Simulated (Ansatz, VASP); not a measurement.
## One calculation of InP, two programs

```
CELL_PARAMETERS angstrom
0.00000 2.93050 2.93050
2.93050 0.00000 2.93050
2.93050 2.93050 0.00000
ATOMIC_POSITIONS crystal
In 0.00000 0.00000 0.00000
P 0.25000 0.25000 0.25000
```

Alike in both runs: task single point; functional r2SCAN; k mesh 8 × 8 × 8; occupations gaussian, width 0.02 eV; no spin polarisation.

|  | VASP | Ansatz |
| --- | --- | --- |
| version | VASP 6.6.1 | Ansatz 0.2.0 |
| potentials or method | VASP PAW PBE potentials, release 64 (In_d, P), cutoff 520 eV | scalar-relativistic, plane waves, PAW |
| valence electrons in the cell | 18 | 18 |

|  | VASP | Ansatz | Ansatz less VASP |
| --- | --- | --- | --- |
| gap on the k mesh at the Fermi level (eV) | 1.17 | 1.16 | -0.005 |
| least direct gap on the mesh (eV) | 1.17 | 1.16 | -0.005 |
| pressure (GPa) | 1.6 | 1.7 | +0.11 |

VASP's potentials were made for PBE, not for r2SCAN.
